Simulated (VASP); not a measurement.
Crystal: SnO.

```xyz
4
Lattice="3.8390 0.0000 0.0000 0.0000 3.8390 0.0000 0.0000 0.0000 4.9193" Properties=species:S:1:pos:R:3 pbc="T T T"
Sn    1.9195    0.0000    3.7614
Sn    0.0000    1.9195    1.1579
O     0.0000    0.0000    0.0000
O     1.9195    1.9195    0.0000
```

Base run:

- Program: VASP 6.6.1
- Functional: revPBE
- Potentials or basis: VASP PAW PBE potentials, release 64 (Sn_d, O)
- Cutoff: 520 eV
- k mesh: 7 × 7 × 6
- Occupations: fermi-dirac, width 0.05 eV
- Spin: no spin polarisation

Its results: band gap on the k mesh 0.45 eV (least direct gap 2.03 eV); pressure 3.8 GPa; largest force 0.314 eV/Å.

Problem. After a change of settings the same cell gave: band gap on the k mesh 0.53 eV (least direct gap 1.98 eV); pressure -4.8 GPa; largest force 0.417 eV/Å. Which change was it?
A. functional from revPBE to BLYP; further incar settings from ALGO = Normal; EDIFF = 1e-07; NBANDS = 28 to ALGO = Normal; EDIFF = 1e-06; NBANDS = 28
B. functional from revPBE to b88 exchange, pbe correlation; cutoff from 520 eV to 600 eV; further incar settings from ALGO = Normal; EDIFF = 1e-07; NBANDS = 28 to ALGO = Normal; EDIFF = 1e-06; NBANDS = 28
C. functional from revPBE to SVWN5
D. cutoff from 520 eV to 600 eV; further incar settings from ALGO = Normal; EDIFF = 1e-07; NBANDS = 28 to ALGO = Normal; EDIFF = 1e-06; NBANDS = 28; dispersion from none to D4

Solution. C.

SVWN5 binds more tightly than revPBE, so the same cell stands under less pressure.

Caveats: the PAW data sets were made with another functional, which shifts forces and pressure a little; spin-orbit coupling is left out, which moves the levels of the heavy elements; an odd mesh through Γ misses points on the zone boundary, where band edges can lie; the cell stands under pressure (at least some runs); the cell stands under tension (at least some runs).
